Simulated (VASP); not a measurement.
A run of VASP 6.6.1:

The input INCAR:

```
SYSTEM = ScAl3
ALGO = Normal ; EDIFF = 1E-6
ENCUT = 520 ; GGA = PS
ISIF = 2 ; ISMEAR = 0
LASPH = .TRUE. ; LCHARG = .FALSE.
LREAL = .FALSE. ; LWAVE = .FALSE.
NBANDS = 18 ; NELM = 60
PREC = Accurate ; SIGMA = 0.1
```

Contents of KPOINTS:

```
k-points
0
G
  10 10 10
  0 0 0
```

The input POSCAR:

```
ScAl3
1.0
    4.0295509344      0.0000000000      0.0000000000
    0.0000000000      4.0295509344      0.0000000000
    0.0000000000      0.0000000000      4.0295509344
Sc Al
1 3
Direct
    0.0000000000      0.0000000000      0.0000000000
    0.5000000000      0.0000000000      0.5000000000
    0.0000000000      0.5000000000      0.5000000000
    0.5000000000      0.5000000000      0.0000000000
```

Potentials or basis: VASP PAW PBE potentials, release 64 (Sc_sv, Al).

The run is started by

```bash
$ cat potpaw_PBE.64/Sc_sv/POTCAR potpaw_PBE.64/Al/POTCAR > POTCAR
$ mpirun -np 1 vasp_std > vasp.out
```

Hardware: 1 thread of Intel(R) Xeon(R) 6975P-C (Granite Rapids), on a shared host.

**Question.** How long does it take, and how much memory?

**Answer.** Wall time 24 s on 1 thread of Intel(R) Xeon(R) 6975P-C (Granite Rapids), with other jobs on the host, peak memory 0.2 GiB. Counts: scf iterations 13, k points 56.
